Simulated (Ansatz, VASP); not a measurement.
Au in VASP and in Ansatz

File INCAR:

```
  PREC = Accurate
  ENCUT = 520
  EDIFF = 1E-6
  ISMEAR = 0
  SIGMA = 0.15
  LREAL = False
  LASPH = True
  NELM = 60
  ALGO = Normal
  ISIF = 2
  LWAVE = False
  LCHARG = False
  GGA = PE
  NBANDS = 12
```

The input KPOINTS:

```
regular mesh
0
Gamma
  20 20 20
```

POSCAR

```
Au
1.0
    0.0000000000      2.0455000000      2.1068650000
    2.0455000000      0.0000000000      2.1068650000
    2.0455000000      2.0455000000      0.0000000000
Au
1
Direct
    0.0000000000      0.0000000000      0.0000000000
```

Input for Ansatz:

```yaml
crystal:
  lattice:
    - [0.0, 2.0455, 2.106865]
    - [2.0455, 0.0, 2.106865]
    - [2.0455, 2.0455, 0.0]
  atoms:
    - { symbol: Au, position: [0.0, 0.0, 0.0] }
basis:
  ecutwfc: 420
kpoints:
  mp_grid: { grid: [20, 20, 20] }
hamiltonian:
  xc: pbe
scf:
  occupations: { method: gaussian, width: 0.15 }
output:
  forces: true
  stress: true
  eigenvalues: true
```

Change from the starting cell: strain +0.000 along x and y, +0.030 along z, atoms carried along.

Alike in both runs: task single point; functional PBE; k mesh 20 × 20 × 20; occupations gaussian, width 0.15 eV; no spin polarisation.

|  | VASP | Ansatz |
| --- | --- | --- |
| version | VASP 6.6.1 | Ansatz 0.2.0 |
| potentials or method | VASP PAW PBE potentials, release 64 (Au), cutoff 520 eV | scalar-relativistic, plane waves, PAW |
| valence electrons in the cell | 11 | 19 |

|  | VASP | Ansatz | Ansatz less VASP |
| --- | --- | --- | --- |
| gap on the k mesh at the Fermi level (eV) | none | none | - |
| pressure (GPa) | 2.6 | 2.9 | +0.26 |
| traceless stress, the component that is largest in VASP (GPa) | -0.64 | -0.63 | +0.004 |

A gap of «none» marks a metal or a gap that the smearing closes. VASP's potentials hold 11 valence electrons a cell and Ansatz's 19, so a difference there can come from the potentials and not from the codes.

Spin-orbit coupling is off throughout.
